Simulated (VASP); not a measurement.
Write the native input for VASP 6.6.1 that does the following.

```
Task                   : single point
Functional             : PBEsol
Potentials or basis    : VASP PAW PBE potentials, release 64 (Rh_pv)
Cutoff                 : 520 eV
k mesh                 : 16 × 16 × 9
Occupations            : fermi-dirac, width 0.08 eV
Spin                   : no spin polarisation
Dipole correction      : no
Further INCAR settings : ALGO = Normal; EDIFF = 1e-07; NBANDS = 22
```

The structure of Rh lies in POSCAR:

```
Rh
1.0
    2.6858909058      0.0000000000      0.0000000000
   -1.3429454529      2.3260497562      0.0000000000
    0.0000000000      0.0000000000      4.3286109778
Rh
2
Direct
    0.3333333333      0.6666666667      0.2500000000
    0.6666666667      0.3333333333      0.7500000000
```

These files were run (other wordings do the same):

INCAR

```
SYSTEM = Rh
  PREC = Accurate
  ENCUT = 520
  EDIFF = 1E-7
  ISMEAR = -1
  SIGMA = 0.08
  LREAL = .FALSE.
  LASPH = .TRUE.
  NELM = 100
  ALGO = Normal
  ISIF = 2
  LWAVE = .FALSE.
  LCHARG = .FALSE.
  GGA = PS
  NBANDS = 22
```

KPOINTS

```
Automatic mesh
0
G
  16 16 9
  0 0 0
```

Potentials or basis: VASP PAW PBE potentials, release 64 (Rh_pv).

Launch:

```console
$ cat potpaw_PBE.64/Rh_pv/POTCAR > POTCAR
$ mpirun -np 1 vasp_std > vasp.out
```

It gave:

```json
{
  "Pressure": "0.8 GPa",
  "Band gap on the k mesh": "zero (band 15 reaches 12.84 eV, above the bottom of band 16 at 10.41 eV)"
}
```

Caveat: the PAW data sets were made with another functional, which shifts forces and pressure a little.

It took 27 s on 1 thread of Intel(R) Xeon(R) 6975P-C (Granite Rapids), on a shared host, peak memory 0.18 GiB.
